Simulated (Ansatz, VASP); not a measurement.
## SeF2: VASP beside Ansatz

```
F Se
1.0
     3.09694    0.00000    0.00000
     0.00000    3.09694    0.00000
     0.00000    0.00000    9.02197
F Se
4 2
Cartesian
  0.7742 0.7742 6.8143
  2.3227 2.3227 2.2077
  0.7742 0.7742 0.7001
  2.3227 2.3227 8.3219
  0.7742 0.7742 3.3066
  2.3227 2.3227 5.7154
```

Alike in both runs: task single point; functional r2SCAN; k mesh 11 × 11 × 4; occupations fermi-dirac, width 0.0462 eV; no spin polarisation.

|  | VASP | Ansatz |
| --- | --- | --- |
| version | VASP 6.6.1 | Ansatz 0.2.0 |
| potentials or method | VASP PAW PBE potentials, release 64 (F, Se), cutoff 520 eV | PAW plane waves |
| valence electrons in the cell | 40 | 60 |

```tsv
	VASP	Ansatz	Ansatz less VASP
pressure (GPa)	-9.7	-9.4	+0.34
rms of the force components (eV/Å)	0.788	0.796	+0.0086
```

VASP's potentials were made for PBE, not for r2SCAN. VASP's potentials hold 40 valence electrons a cell and Ansatz's 60, so a difference there can come from the potentials and not from the codes.
